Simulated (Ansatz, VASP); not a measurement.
# Ir: VASP beside Ansatz

The input INCAR:

```
SYSTEM = Ir
ALGO = Normal
EDIFF = 1E-6
ENCUT = 520
GGA = PE
ISIF = 2
ISMEAR = -1
LASPH = .True.
LCHARG = .False.
LREAL = .False.
LWAVE = .False.
NBANDS = 10
NELM = 60
PREC = Accurate
SIGMA = 0.05
```

Contents of KPOINTS:

```
k-points
0
Gamma
  15 15 15
  0 0 0
```

File POSCAR:

```
Ir
1.0
    0.0000000000      1.9324136155      1.9324136155
    1.9324136155      0.0000000000      1.9324136155
    1.9324136155      1.9324136155      0.0000000000
Ir
1
Direct
    0.0000000000      0.0000000000      0.0000000000
```

Input for Ansatz:

```yaml
crystal:
  lattice:
    - [0.0, 1.9324136155, 1.9324136155]
    - [1.9324136155, 0.0, 1.9324136155]
    - [1.9324136155, 1.9324136155, 0.0]
  atoms:
    - { symbol: Ir, position: [0.0, 0.0, 0.0] }
kpoints:
  mp_grid: { grid: [15, 15, 15] }
scf:
  occupations: { method: fermi_dirac, width: 0.05 }
hamiltonian:
  xc: pbe
  pseudopotentials: { kind: all_electron, lapw: { basis_error: 0.0005 } }
output:
  forces: true
  stress: true
  eigenvalues: true
```

Change from the starting cell: volume scaled by 1.02.

Alike in both runs: task single point; functional PBE; k mesh 15 × 15 × 15; occupations fermi-dirac, width 0.05 eV; no spin polarisation.

|  | VASP | Ansatz |
| --- | --- | --- |
| version | VASP 6.6.1 | Ansatz 0.2.0 |
| potentials or method | VASP PAW PBE potentials, release 64 (Ir), cutoff 520 eV | all-electron LAPW, scalar-relativistic |

Ansatz gave:

| Property | Result |
| --- | --- |
| pressure (GPa) | 1.4 |

What did VASP give for the same quantities?

Pressure (GPa): 2.0.

Ansatz ran all-electron here, and VASP with PAW potentials.

Neither program's run includes spin-orbit coupling.
